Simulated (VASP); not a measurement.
Set up this calculation in VASP 6.6.1, as the native input.

| Property | Result |
| --- | --- |
| Task | single point |
| Functional | PBEsol |
| Potentials or basis | VASP PAW PBE potentials, release 64 (Si, O) |
| Cutoff | 520 eV |
| k mesh | 4 × 4 × 6 |
| Occupations | gaussian, width 0.1 eV |
| Spin | no spin polarisation |
| Dipole correction | no |
| Further INCAR settings | ALGO = Normal; EDIFF = 1e-06; NBANDS = 25 |

The structure of SiO2 (sol) lies in POSCAR:

```
SiO2
1.0
    4.1865000000      0.0000000000      0.0000000000
    0.0000000000      4.1865000000      0.0000000000
    0.0000000000      0.0000000000      2.6684000000
Si O
2 4
Direct
    0.0000000000      0.0000000000      0.0000000000
    0.5000000000      0.5000000000      0.5000000000
    0.3059000000      0.3059000000      0.0000000000
    0.1941000000      0.8059000000      0.5000000000
    0.6941000000      0.6941000000      0.0000000000
    0.8059000000      0.1941000000      0.5000000000
```

These files were run (other wordings do the same):

INCAR

```
SYSTEM = SiO2
PREC = Accurate
ENCUT = 520
EDIFF = 1E-6
ISMEAR = 0
SIGMA = 0.1
LREAL = .False.
LASPH = .True.
NELM = 100
ALGO = Normal
ISIF = 2
LWAVE = .False.
LCHARG = .False.
GGA = PS
NBANDS = 25
```

KPOINTS

```
regular mesh
0
Gamma
  4 4 6
  0 0 0
```

Potentials or basis: VASP PAW PBE potentials, release 64 (Si, O).

Command:

```bash
$ cat potpaw_PBE.64/Si/POTCAR potpaw_PBE.64/O/POTCAR > POTCAR
$ mpirun -np 1 vasp_std > vasp.out
```

It gave:

- Pressure: 3.2 GPa
- Largest force: 0.046 eV/Å
- Band gap on the k mesh: 5.50 eV, direct

Caveat: the PAW data sets were made with another functional, which shifts forces and pressure a little.

It took 38 s on 1 thread of Intel Xeon 8259CL (shared host), peak memory 0.13 GiB.
